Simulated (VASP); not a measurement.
# BeAs3 (I4/mmm) in VASP: further runs, part 2 of 2

VASP 6.6.1. The steps go on from the part before.

## (3) Single point, r2SCAN

Contents of POSCAR:

```
BeAs3
1.0
    0.0000000000      4.1859390000      0.0000000000
    4.1859390000      0.0000000000      0.0000000000
    2.0929690000      2.0929690000     -9.0447800000
As Be
6 2
Direct
    0.5000000000      0.0000000000      0.0000000000
    0.0000000000      0.5000000000      0.0000000000
    0.7500000000      0.2500000000      0.5000000000
    0.2500000000      0.7500000000      0.5000000000
    0.3749800000      0.3749800000      0.2500400000
    0.6250200000      0.6250200000      0.7499600000
    0.1188600000      0.1188600000      0.7622800000
    0.8811400000      0.8811400000      0.2377200000
```

Contents of INCAR.step1:

```
SYSTEM = BeAs3
PREC = Accurate
ENCUT = 520
ISMEAR = -1
SIGMA = 0.1
LREAL = .False.
LASPH = .True.
NELM = 60
NBANDS = 27
ISYM = 0
GGA = PE
ALGO = Normal
EDIFF = 1E-4
LWAVE = .True.
LCHARG = .False.
```

Contents of INCAR.step2:

```
SYSTEM = BeAs3
PREC = Accurate
ENCUT = 520
EDIFF = 1E-6
ISMEAR = -1
SIGMA = 0.1
LREAL = .False.
LASPH = .True.
NELM = 60
ALGO = Normal
ISIF = 2
LWAVE = .False.
LCHARG = .False.
METAGGA = R2SCAN
LMIXTAU = .True.
NBANDS = 27
ISYM = 0
ISTART = 1
```

Contents of KPOINTS:

```
Automatic mesh
0
Gamma
  5 5 5
  0.5 0.5 0.5
```

Potentials or basis: VASP PAW PBE potentials, release 64 (As, Be).

On the command line:

```sh
$ cat potpaw_PBE.64/As/POTCAR potpaw_PBE.64/Be/POTCAR > POTCAR
$ cp INCAR.step1 INCAR
$ mpirun -np 1 vasp_std > vasp.out
$ cp INCAR.step2 INCAR
$ mpirun -np 1 vasp_std > vasp.out
```

OUTCAR:

```text
SYSTEM = BeAs3
   PREC = Accurate
   ENCUT = 520
   EDIFF = 1E-6
   ISMEAR = -1
   LREAL = .False.
   LASPH = .True.
   NELM = 60
   ISIF = 2
   METAGGA = R2SCAN
   ISYM = 0
   ISTART = 1

 ion  position               nearest neighbor table
   1  0.500  0.000  0.000-
   2  0.000  0.500  0.000-
   3  0.750  0.250  0.500-
   4  0.250  0.750  0.500-
   5  0.375  0.375  0.250-
   6  0.625  0.625  0.750-
   7  0.119  0.119  0.762-
   8  0.881  0.881  0.238-

IMPORTANT INFORMATION: All symmetrisations will be switched off!
NOSYMM: (Re-)initialisation of all symmetry stuff for point group C_1.

----------------------------------------------------------------------------------------

                                     Primitive cell

  volume of cell :     158.4834

  direct lattice vectors                    reciprocal lattice vectors
     0.000000000  4.185939000  0.000000000     0.000000000  0.238895025  0.055280491
     4.185939000  0.000000000  0.000000000     0.238895025  0.000000000  0.055280491
     2.092969000  2.092969000 -9.044780000     0.000000000  0.000000000 -0.110561009

  length of vectors
     4.185939000  4.185939000  9.516779062     0.245207597  0.245207597  0.110561009

  position of ions in fractional coordinates (direct lattice)
     0.500000000  0.000000000  0.000000000
     0.000000000  0.500000000  0.000000000
     0.750000000  0.250000000  0.500000000
     0.250000000  0.750000000  0.500000000
     0.374980000  0.374980000  0.250040000
     0.625020000  0.625020000  0.749960000
     0.118860000  0.118860000  0.762280000
     0.881140000  0.881140000  0.237720000

  ion indices of the primitive-cell ions
   primitive index   ion index
                 1           1
                 2           2
                 3           3
                 4           4
                 5           5
                 6           6
[... 94 lines left out ...]
     AMIX_MAG =   1.60;   BMIX_MAG =  1.00
  volume/ion in A,a.u.               =      19.81       133.69
  Fermi-wavevector in a.u.,A,eV,Ry     =   0.980031  1.851990 13.067865  0.960461
  Thomas-Fermi vector in A             =   2.110930
   LORBIT       =      0    0 simple, 1 ext, 2 COOP (PROOUT), +10 PAW based schemes
   METAGGA = R2SCAN    functional components
   LHFCALC =     F    Hartree Fock is set to
   AEXX    =    0.0000 exact exchange contribution
   IVDW    =     0    specifies the selected vdW correction
   LEPSILON=     F    determine dielectric tensor
   LRPA    =     F    only Hartree local field effects (RPA)
 non-spin polarized calculation
  energy-cutoff  :      520.00
  volume of cell :      158.48
 maximum number of plane-waves:      4284
   NGX = 15   NGY = 15   NGZ = 35

 number of electron      34.0000008 magnetization

 Free energy of the ion-electron system (eV)
  ---------------------------------------------------
  ext. energy  EPLUGINS =         0.00000000
  ---------------------------------------------------
  free energy    TOTEN  =       -89.99372152 eV

  energy without entropy =      -89.87283499  energy(sigma->0) =      -89.93327825

 E-fermi :   4.8333     XC(G=0): -10.5148

 val. band max:        4.8106270715   @ k =   0.5000  -0.1000   0.3000
 cond. band min:       4.8416598307   @ k =   0.1000   0.5000  -0.2000
 fundamental gap:      0.0310327592
 Fermi energy:         4.8333149571

 k-point     1 :       0.1000    0.1000    0.1000
  band No.  band energies     occupation
      1      -9.5818      2.00000
      2      -8.5065      2.00000
      3      -7.1412      2.00000
      4      -4.6251      2.00000
      5      -4.2357      2.00000
      6      -4.1230      2.00000
[... 709 lines left out ...]
     26       7.5321      0.00000
     27       8.5134      0.00000

 [... further k-points ...]

------------------------ aborting loop because EDIFF is reached ----------------------------------------

  FORCE on cell =-STRESS in cart. coord.  units (eV):
  Direction    XX          YY          ZZ          XY          YZ          ZX
  --------------------------------------------------------------------------------------
  -------------------------------------------------------------------------------------
  Total       -9.5117025     -9.5117024     -7.5666570      0.0000103     -0.0001057     -0.0001060
  in kB      -96.1579155    -96.1579154    -76.4946098      0.0001041     -0.0010683     -0.0010717
  external PRESSURE =     -89.6034802 kB  Pullay stress =       0.0000000 kB

 VOLUME and BASIS-vectors are now :
 -----------------------------------------------------------------------------
  energy-cutoff  :      520.00
  volume of cell :      158.48
      direct lattice vectors                 reciprocal lattice vectors
     0.000000000  4.185939000  0.000000000     0.000000000  0.238895025  0.055280491
     4.185939000  0.000000000  0.000000000     0.238895025  0.000000000  0.055280491
     2.092969000  2.092969000 -9.044780000     0.000000000  0.000000000 -0.110561009

 POSITION                                       TOTAL-FORCE (eV/Angst)
 -----------------------------------------------------------------------------------
      0.00000      2.09297      0.00000         0.000000     -0.000000      0.000001
      2.09297      0.00000      0.00000         0.000000      0.000000     -0.000000
      2.09297      4.18594     -4.52239        -0.000000     -0.000000     -0.000001
      4.18594      2.09297     -4.52239         0.000000     -0.000000      0.000000
      2.09297      2.09297     -2.26156        -0.000001     -0.000001     -0.028375
      4.18594      4.18594     -6.78322         0.000001      0.000001      0.028376
      2.09297      2.09297     -6.89465        -0.000009     -0.000009     -0.047420
      4.18594      4.18594     -2.15013         0.000009      0.000008      0.047420
 -----------------------------------------------------------------------------------
    total drift:                                0.000000      0.000000      0.000001

  FREE ENERGIE OF THE ION-ELECTRON SYSTEM (eV)
  ---------------------------------------------------
  free  energy   TOTEN  =       -89.9937215187 eV

  energy  without entropy=      -89.8728349898  energy(sigma->0) =      -89.93327825
```

OUTCAR.step1:

```text
SYSTEM = BeAs3
   PREC = Accurate
   ENCUT = 520
   ISMEAR = -1
   LREAL = .False.
   LASPH = .True.
[... 926 lines left out ...]
      4.18594      4.18594     -6.78322        -0.000001     -0.000002      0.042301
      2.09297      2.09297     -6.89465        -0.000004     -0.000004     -0.024209
      4.18594      4.18594     -2.15013         0.000005     -0.000003      0.024206
 -----------------------------------------------------------------------------------
    total drift:                                0.000004      0.000000      0.000013

  FREE ENERGIE OF THE ION-ELECTRON SYSTEM (eV)
  ---------------------------------------------------
  free  energy   TOTEN  =       -30.0001169783 eV

  energy  without entropy=      -29.8743425639  energy(sigma->0) =      -29.93722977
```

Run time: 33 min. Hardware: 1 thread of Intel Xeon 8259CL, shared host; peak memory 0.57 GiB.

Results:

```yaml
Free_energy: -89.9937 eV
Pressure: -9.0 GPa
Largest_force: 0.047 eV/Å
Band_gap_on_the_k_mesh: zero (bands 17 and 18 overlap by 1.17 eV)
```

Forces on the atoms (eV/Å):
```
As   0.000  0.000  0.000
As   0.000  0.000  0.000
As   0.000  0.000  0.000
As   0.000  0.000  0.000
As   0.000  0.000 -0.028
As   0.000  0.000  0.028
Be   0.000  0.000 -0.047
Be   0.000  0.000  0.047
```

Stress tensor (GPa, compression positive):
```
-9.62  0.00  0.00
 0.00 -9.62  0.00
 0.00  0.00 -7.65
```

Levels at points of the mesh, in eV from the Fermi level:
```csv
k point,band 15,band 16,band 17,band 18,band 19,band 20
"(0.50, 0.50, 0.50)",-2.13,-1.48,-0.39,-0.23,1.58,1.64
"(0.50, 0.50, 0.00)",-2.13,-1.48,-0.39,-0.23,1.58,1.64
```

Caveat: the cell stands under tension; the PAW data sets were made with another functional, which shifts forces and pressure a little.

The gap in the log of VASP goes by the Fermi energy; the results here count the filled bands.